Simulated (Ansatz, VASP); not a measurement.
## CdS in VASP and in Ansatz

```xyz
2
Lattice="2.9123 2.9123 0.0000 -2.9123 2.9123 0.0000 0.0000 2.9123 2.9123" Properties=species:S:1:pos:R:3 pbc="T T T"
Cd    0.0000    0.0000    0.0000
S     1.4561    4.3684    1.4561
```

Change from the starting cell: unstrained.

Alike in both runs: task single point; functional PBEsol; k mesh 8 × 8 × 8; non-collinear spin, spin-orbit coupling.

```csv
,VASP,Ansatz
version,VASP 6.6.1,Ansatz 0.2.0
potentials or method,"VASP PAW PBE potentials, release 64 (Cd, S), cutoff 520 eV",all-electron LAPW
occupations,"gaussian, width 0.01 eV",fixed
```

```csv
,VASP,Ansatz,Ansatz less VASP
pressure (GPa),0.3,0.0,-0.39
net moment per atom (μB),0.00,0.00,0.000
```

VASP's potentials were made for PBE, not for PBEsol. Ansatz ran all-electron here, and VASP with PAW potentials.
